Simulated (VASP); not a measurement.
# Si12O23 (a cell with a defect) in VASP: further runs, part 2 of 2

VASP 6.6.1. The steps go on from the part before.

## Step 3: Single point, PBE+D3(BJ)

File INCAR:

```
SYSTEM = Si12O23
PREC     = Accurate       ! precision mode
ENCUT    = 520            ! plane-wave cutoff, eV
EDIFF    = 1E-6           ! SCF threshold, eV
ISMEAR   = -1             ! smearing method
SIGMA    = 0.02           ! smearing width, eV
LREAL    = Auto         
LASPH    = .TRUE.         ! aspherical terms in the spheres
NELM     = 120            ! most SCF steps
ALGO     = Normal         ! electronic algorithm
ISIF     = 2              ! what is computed and relaxed
LWAVE    = .FALSE.        ! write WAVECAR
LCHARG   = .FALSE.        ! write CHGCAR
GGA      = PE             ! functional
IVDW     = 12             ! dispersion correction
NBANDS   = 116            ! bands
GGA_COMPAT= .FALSE.
```

File KPOINTS:

```
regular mesh
0
G
  2 2 2
  0 0 0
```

File POSCAR:

```
Si12O23
1.0
   -2.4984000000      4.3273560000      5.4576000000
    4.9968000000      0.0000000000      5.4576000000
    4.9968000000      8.6547110000      0.0000000000
Si O
12 23
Direct
    0.7089228074      0.2829606213      0.1405139508
    0.1272985568      0.0277155520      0.1200431564
    0.5641611360      0.0957155497      0.9678677801
    0.7442888535      0.2706794475      0.6357825425
    0.1710580097      0.1641602181      0.6715553062
    0.5963524774      0.0818650541      0.4704840553
    0.2387142272      0.7468724776      0.3760505182
    0.6741537213      0.6786944171      0.3989546097
    0.0753017395      0.6968975789      0.1812207901
    0.2710592978      0.7561125360      0.8647251100
    0.6774719498      0.6883359145      0.9161613476
    0.1082116532      0.5776398200      0.7086397978
    0.9494787649      0.2237559903      0.0913049979
    0.3292688959      0.1025033117      0.0089809201
    0.1823281182      0.6290754291      0.0302934811
    0.1492986836      0.9716271812      0.2899021638
    0.6197164045      0.1452529960      0.0936097692
    0.9813272857      0.2255202297      0.6071935253
    0.3620750421      0.0952928486      0.5453742354
    0.1095529412      0.7165898688      0.5444508109
    0.1453140973      0.9848759129      0.8236929193
    0.1976679827      0.3471020628      0.7112037905
    0.6971156031      0.1111805344      0.5807642349
    0.4718104549      0.7184260959      0.3541049721
    0.8594902878      0.6396047356      0.2567036087
    0.6298149313      0.2534659981      0.3174825339
    0.6732737745      0.4949827852      0.5443414220
    0.6946912555      0.8663632373      0.4381505780
    0.2042880092      0.5922373866      0.3053230845
    0.4992144100      0.7593565736      0.8359006474
    0.8820204921      0.6111900767      0.8049722667
    0.6330778671      0.2510012152      0.8099469402
    0.6312461888      0.5132759455      0.0637106216
    0.6927865019      0.8736122815      0.9602541523
    0.2585879408      0.6376193664      0.7615369159
```

Potentials or basis: VASP PAW PBE potentials, release 64 (Si, O).

Started as:

```console
cat potpaw_PBE.64/Si/POTCAR potpaw_PBE.64/O/POTCAR > POTCAR
mpirun -np 1 vasp_std > vasp.out
```

Wall time 11 min (1 thread of AMD EPYC 7R13 (Zen 3), shared host); peak memory 0.62 GiB.

It converged, with:

* Free energy: -278.2708 eV
* Pressure: 0.3 GPa
* Largest force: 0.985 eV/Å
* Band gap on the k mesh: 4.79 eV
* Dispersion energy per atom: -0.136 eV

Forces in eV/Å, atoms in the order of the input:
```
Si   0.055 -0.020 -0.066
Si   0.205  0.232 -0.022
Si   0.046 -0.015 -0.101
Si   0.019  0.018 -0.058
Si  -0.055  0.024 -0.100
Si  -0.012  0.028 -0.048
Si   0.098  0.019  0.160
Si  -0.040  0.000  0.001
Si   0.667 -0.300  0.661
Si  -0.202 -0.034 -0.083
Si  -0.062 -0.019  0.021
Si  -0.079 -0.075 -0.055
O   -0.026 -0.011 -0.123
O   -0.165  0.024 -0.242
O   -0.439 -0.144 -0.280
O    0.371  0.245  0.445
O    0.104 -0.071 -0.083
O    0.038  0.104 -0.111
O   -0.048  0.030 -0.078
O   -0.052 -0.047 -0.055
O   -0.105  0.072 -0.058
O   -0.055 -0.034 -0.039
O    0.037 -0.014 -0.060
O    0.023  0.029  0.036
O    0.014  0.002  0.077
O    0.015  0.016 -0.038
O   -0.109 -0.042  0.002
O    0.025  0.006  0.023
O    0.022 -0.077  0.196
O   -0.063  0.079 -0.029
O   -0.038  0.069  0.028
O    0.053 -0.040 -0.085
O   -0.029  0.042  0.015
O   -0.034  0.002  0.051
O   -0.179 -0.097  0.099
```

Stress tensor (GPa, compression positive):
```
 1.27  0.98  0.74
 0.98  1.37  0.68
 0.74  0.68 -1.85
```

Levels at points of the mesh, in eV from the valence-band top:
```
           k point  band 91  band 92  band 93  band 94  band 95  band 96
(0.00, 0.00, 0.00)    -1.31    -1.20    -0.14     4.82     5.00     6.09
(0.50, 0.00, 0.00)    -1.18    -1.12    -0.10     4.82     5.86     6.16
(0.00, 0.50, 0.00)    -1.26    -1.11     0.00     4.93     5.65     6.03
(0.50, 0.50, 0.00)    -1.20    -1.10    -0.01     4.86     6.05     6.51
(0.00, 0.00, 0.50)    -1.38    -1.15    -0.12     4.79     5.51     5.78
(0.50, 0.00, 0.50)    -1.26    -1.21    -0.11     4.88     5.68     6.24
(0.00, 0.50, 0.50)    -1.23    -1.15     0.00     4.96     5.85     6.08
(0.50, 0.50, 0.50)    -1.21    -1.14    -0.02     4.86     5.98     6.29
```

Caveat: the k points lie up to 0.46 Å⁻¹ apart.

## Step 4: Single point, PBE+D3(BJ)

File INCAR:

```
PREC     = Accurate       # precision mode
ENCUT    = 520            # plane-wave cutoff, eV
EDIFF    = 1E-6           # SCF threshold, eV
ISMEAR   = -1             # smearing method
SIGMA    = 0.02           # smearing width, eV
LREAL    = Auto         
LASPH    = True           # aspherical terms in the spheres
NELM     = 120            # most SCF steps
ALGO     = Normal         # electronic algorithm
ISIF     = 2              # what is computed and relaxed
LWAVE    = False          # write WAVECAR
LCHARG   = False          # write CHGCAR
GGA      = PE             # functional
IVDW     = 12             # dispersion correction
NBANDS   = 116            # bands
GGA_COMPAT= False
```

File KPOINTS:

```
regular mesh
0
Gamma
  2 2 2
```

File POSCAR:

```
Si12O23
1.0
   -2.4984000000      4.3273560000      5.4576000000
    4.9968000000      0.0000000000      5.4576000000
    4.9968000000      8.6547110000      0.0000000000
Si O
12 23
Direct
    0.7168025249      0.2775427917      0.1370404272
    0.1440926156      0.0323906371      0.0997401248
    0.5774792871      0.0907472228      0.9636926689
    0.7403260677      0.2735736318      0.6321713745
    0.1683690539      0.1743709783      0.6615630683
    0.5941776891      0.0808552925      0.4675608015
    0.2393003238      0.7467056128      0.3761666112
    0.6702063272      0.6782618639      0.4012413157
    0.1024368162      0.5412305468      0.2181781031
    0.2548571444      0.7742168075      0.8756653350
    0.6725084821      0.6832775777      0.9094482051
    0.1040127452      0.5846954782      0.7097588611
    0.9585636115      0.2271799388      0.0926067901
    0.3382312738      0.1263414321      0.0093700261
    0.1772449553      0.6963342736      0.0555725060
    0.1450084370      0.9591527327      0.2751158150
    0.6488026095      0.1297473025      0.0853596538
    0.9783187529      0.2323927320      0.5980306534
    0.3597908621      0.0928690983      0.5417159341
    0.1247745528      0.7362583188      0.5474301904
    0.1382049748      1.0012467989      0.8171198175
    0.1974110797      0.3582131874      0.6993204025
    0.6925406114      0.1149975006      0.5768900001
    0.4723846779      0.7313506637      0.3467729113
    0.8596078340      0.6198406416      0.2699186469
    0.6253307180      0.2497345122      0.3126930946
    0.6547301184      0.4985029878      0.5502631681
    0.6962728587      0.8645186980      0.4388210614
    0.2059228557      0.5695693021      0.3313434146
    0.4902882601      0.7595164160      0.8329876244
    0.8718562380      0.6106531067      0.7923395336
    0.6390378622      0.2478552777      0.8070050719
    0.6359085140      0.5060930985      0.0576128396
    0.6900728689      0.8663904117      0.9551896107
    0.2247998093      0.6319245751      0.7967061172
```

Started as:

```console
cat potpaw_PBE.64/Si/POTCAR potpaw_PBE.64/O/POTCAR > POTCAR
mpirun -np 1 vasp_std > vasp.out
```

It took 28 min on 1 thread of Intel Xeon 8259CL, shared host; peak memory 0.67 GiB.

It converged, with:

```yaml
Free_energy: -275.5506 eV
Pressure: 0.6 GPa
Largest_force: 1.385 eV/Å
Band_gap_on_the_k_mesh: 0.43 eV
Dispersion_energy_per_atom: -0.137 eV
```

Forces in eV/Å, atoms in the order of the input:
```
Si  -0.061  0.053  0.139
Si   0.956  0.328  0.934
Si   0.109 -0.044  0.023
Si   0.001  0.044 -0.058
Si   0.064  0.078 -0.090
Si  -0.050 -0.048  0.006
Si   0.091 -0.091  0.093
Si   0.051  0.029 -0.044
Si  -1.032  0.177 -0.906
Si  -0.408 -0.163 -0.032
Si   0.056  0.063  0.070
Si  -0.041 -0.051 -0.040
O   -0.193 -0.370 -0.361
O   -0.470 -0.109 -0.130
O    1.105  0.120  0.532
O   -0.339  0.036 -0.361
O    0.131  0.068 -0.103
O    0.042 -0.044  0.036
O   -0.031 -0.038  0.027
O    0.064  0.004  0.136
O   -0.086 -0.014 -0.053
O   -0.043 -0.054  0.112
O    0.041  0.027 -0.019
O    0.022 -0.046  0.039
O   -0.021  0.009  0.247
O    0.033  0.098  0.042
O    0.016 -0.104  0.000
O   -0.005  0.051 -0.042
O    0.035 -0.041 -0.025
O   -0.007  0.017 -0.058
O   -0.071 -0.050 -0.051
O   -0.049  0.017  0.064
O    0.003 -0.109 -0.056
O   -0.053 -0.005  0.043
O    0.137  0.160 -0.116
```

Stress tensor (GPa, compression positive):
```
 0.29 -0.01 -0.01
-0.01  0.51 -0.29
-0.01 -0.29  0.93
```

Levels at points of the mesh, in eV from the valence-band top:
```csv
k point,band 89,band 90,band 91,band 92,band 93,band 94,band 95,band 96,band 97,band 98
"(0.00, 0.00, 0.00)",-3.49,-3.39,-3.32,-3.23,-0.52,0.76,3.15,4.40,4.82,5.02
"(0.50, 0.00, 0.00)",-3.38,-3.34,-3.18,-3.13,-0.38,0.76,3.62,4.24,4.71,4.87
"(0.00, 0.50, 0.00)",-3.44,-3.33,-3.27,-3.15,-0.01,0.43,4.06,4.10,4.40,4.78
"(0.50, 0.50, 0.00)",-3.32,-3.31,-3.21,-3.11,0.00,0.48,4.16,4.42,4.66,4.75
"(0.00, 0.00, 0.50)",-3.55,-3.44,-3.38,-3.17,-0.45,0.74,3.27,4.17,4.71,5.15
"(0.50, 0.00, 0.50)",-3.42,-3.34,-3.27,-3.18,-0.36,0.75,3.81,4.16,4.38,5.00
"(0.00, 0.50, 0.50)",-3.47,-3.38,-3.25,-3.20,-0.01,0.44,4.03,4.16,4.55,4.77
"(0.50, 0.50, 0.50)",-3.38,-3.33,-3.23,-3.13,-0.01,0.48,4.20,4.30,4.55,4.97
```

Caveat: the k points lie up to 0.46 Å⁻¹ apart.

## Step 5: Summary

```csv
cell,gap on the mesh (eV),pressure (GPa),largest force (eV/Å)
"as given, atomic positions A",4.23,-3.0,3.32
"as given, atomic positions B",4.79,0.3,0.99
"as given, atomic positions C",0.43,0.6,1.38
```

Alike in all rows: task single point; level PBE+D3(BJ); potentials or basis VASP PAW PBE potentials, release 64 (Si, O); no spin polarisation; k mesh 2 × 2 × 2; cutoff (eV) 520; smearing fermi-dirac 0.02 eV.

Caveats: all runs use coarse meshes.

Total energies depend on the potentials used, so only differences within one code and one set of settings carry meaning.
